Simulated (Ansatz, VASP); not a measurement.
**One calculation of ZnS, two programs**

```
Zn S
1.0
     3.84407    0.00000    0.00000
    -1.92203    3.32906    0.00000
     0.00000    0.00000    6.17855
Zn S
2 2
Direct
  0.33333 0.66667 0.99940
  0.66667 0.33333 0.49940
  0.33333 0.66667 0.37560
  0.66667 0.33333 0.87560
```

Change from the starting cell: strain along c alone, the other axes held, atoms relaxed: -2.0 %.

Alike in both runs: task relaxation of the atoms; functional PBE; k mesh 12 × 12 × 4; occupations gaussian, width 0.02 eV; no spin polarisation.

|  | VASP | Ansatz |
| --- | --- | --- |
| version | VASP 6.6.1 | Ansatz 0.2.0 |
| potentials or method | VASP PAW PBE potentials, release 64 (Zn, S), cutoff 520 eV | scalar-relativistic, plane waves, PAW |
| valence electrons in the cell | 36 | 36 |

```csv
,VASP,Ansatz,Ansatz less VASP
"gap on the k mesh at the Fermi level, each at its own relaxed structure (eV)",2.21,2.21,-0.004
```

Ansatz's warnings: stress scf threshold loose.
